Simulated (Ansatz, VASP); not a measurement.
# GaS3: VASP beside Ansatz

```
Ga S
1.0
     4.10396    0.00000    0.00000
     0.00000    4.10396    0.00000
     0.00000    0.00000    4.10396
Ga S
1 3
Direct
  0.00000 0.00000 0.00000
  0.50000 0.50000 0.00000
  0.50000 0.00000 0.50000
  0.00000 0.50000 0.50000
```

Change from the starting cell: species swapped into the MgZr3 type (Pm-3m, No. 221).

Alike in both runs: functional PBE; k mesh 12 × 12 × 12; occupations gaussian, width 0.1 eV; no spin polarisation.

Ansatz relaxed the structure, and its values are those at the end. VASP's run is a single point on that final structure, the one shown.

|  | VASP | Ansatz |
| --- | --- | --- |
| version | VASP 6.6.1 | Ansatz 0.2.0 |
| potentials or method | VASP PAW PBE potentials, release 64 (Ga_d, S), cutoff 520 eV | scalar-relativistic, plane waves, PAW |
| valence electrons in the cell | 31 | 31 |

```tsv
	VASP	Ansatz	Ansatz less VASP
gap on the k mesh at the Fermi level (eV)	none	none	-
pressure (GPa)	0.0	0.0	+0.03
```

A gap of «none» marks a metal or a gap that the smearing closes.
